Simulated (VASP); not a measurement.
A run of VASP 6.6.1 is set up as follows.

Contents of INCAR:

```
SYSTEM = TiC
ALGO = Normal
EDIFF = 1E-7
ENCUT = 520
GGA = PS
ISIF = 2
ISMEAR = -1
LASPH = .TRUE.
LCHARG = .TRUE.
LDAU = .TRUE.
LDAUJ = 0 0
LDAUL = 2 -1
LDAUPRINT = 1
LDAUTYPE = 2
LDAUU = 1 0
LELF = .TRUE.
LMAXMIX = 4
LREAL = .FALSE.
LVHAR = .TRUE.
LWAVE = .FALSE.
NBANDS = 15
NELM = 150
PREC = Accurate
SIGMA = 0.05
```

Contents of KPOINTS:

```
k-points
0
G
  11 11 11
  0 0 0
```

POSCAR

```
TiC
1.0
    0.0000000000      2.1657188437      2.1657188437
    2.1657188437      0.0000000000      2.1657188437
    2.1657188437      2.1657188437      0.0000000000
Ti C
1 1
Direct
    0.0000000000      0.0000000000      0.0000000000
    0.5000000000      0.5000000000      0.5000000000
```

Potentials or basis: VASP PAW PBE potentials, release 64 (Ti_sv, C).

The run is started by

```bash
$ cat potpaw_PBE.64/Ti_sv/POTCAR potpaw_PBE.64/C/POTCAR > POTCAR
$ mpirun -np 1 vasp_std > vasp.out
```

(1) What does it give for the band gap on the k mesh?

(2) Estimate the pressure.

Answers

(1) zero (band 8 reaches 10.17 eV, above the bottom of band 9 at 9.00 eV).

(2) -3.6 GPa.

Caveat: the PAW data sets were made with another functional, which shifts forces and pressure a little; U without spin polarisation on a metal has little footing; the U is typed as a test and isn't derived for this compound.
